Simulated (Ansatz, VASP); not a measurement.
# GaAs: VASP beside Ansatz

File INCAR:

```
  PREC = Accurate
  ENCUT = 500
  EDIFF = 1E-7
  ISMEAR = -1
  SIGMA = 0.05
  LREAL = False
  LASPH = True
  NELM = 120
  ALGO = Normal
  ISIF = 3
  LWAVE = False
  LCHARG = False
  GGA = RP
  IVDW = 13
  IBRION = 2
  NSW = 80
  EDIFFG = -0.02
  GGA_COMPAT = False
  NELMIN = 4
```

File KPOINTS:

```
Automatic mesh
0
Gamma
  8 8 8
```

POSCAR

```
GaAs
1.0
    0.0000000000      2.8268500000      2.8268500000
    2.8268500000      0.0000000000      2.8268500000
    2.8268500000      2.8268500000      0.0000000000
As Ga
1 1
Direct
    0.7500000000      0.7500000000      0.7500000000
    0.0000000000      0.0000000000      0.0000000000
```

input.yaml

```yaml
crystal:
  lattice:
    - [0.0, 2.82685, 2.82685]
    - [2.82685, 0.0, 2.82685]
    - [2.82685, 2.82685, 0.0]
  atoms:
    - { symbol: As, position: [0.75, 0.75, 0.75] }
    - { symbol: Ga, position: [0.0, 0.0, 0.0] }
kpoints:
  mp_grid: { grid: [8, 8, 8] }
scf:
  occupations: { method: fermi_dirac, width: 0.05 }
hamiltonian:
  xc: rpbe
  dispersion: d4
  pseudopotentials: { kind: all_electron, lapw: { basis_error: 0.001 } }
output:
  forces: true
  stress: true
relax:
  f_tol: 0.02
  max_steps: 60
  cell: {}
```

Alike in both runs: task relaxation of cell and atoms; functional RPBE; dispersion D4; k mesh 8 × 8 × 8; occupations fermi-dirac, width 0.05 eV; no spin polarisation.

|  | VASP | Ansatz |
| --- | --- | --- |
| version | VASP 6.6.1 | Ansatz 0.2.0 |
| potentials or method | VASP PAW PBE potentials, release 64 (As, Ga_d), cutoff 500 eV | all-electron LAPW, scalar-relativistic |

Ansatz gave:

* relaxed volume (Å³/atom): 22.24
* relaxed cell length with the largest relative difference (Å): 3.977

Question: What did VASP give for the same quantities?

Answer: Relaxed volume (Å³/atom): 22.30; relaxed cell length with the largest relative difference (Å): 3.980.

VASP's potentials were made for PBE, not for RPBE. Ansatz ran all-electron here, and VASP with PAW potentials.
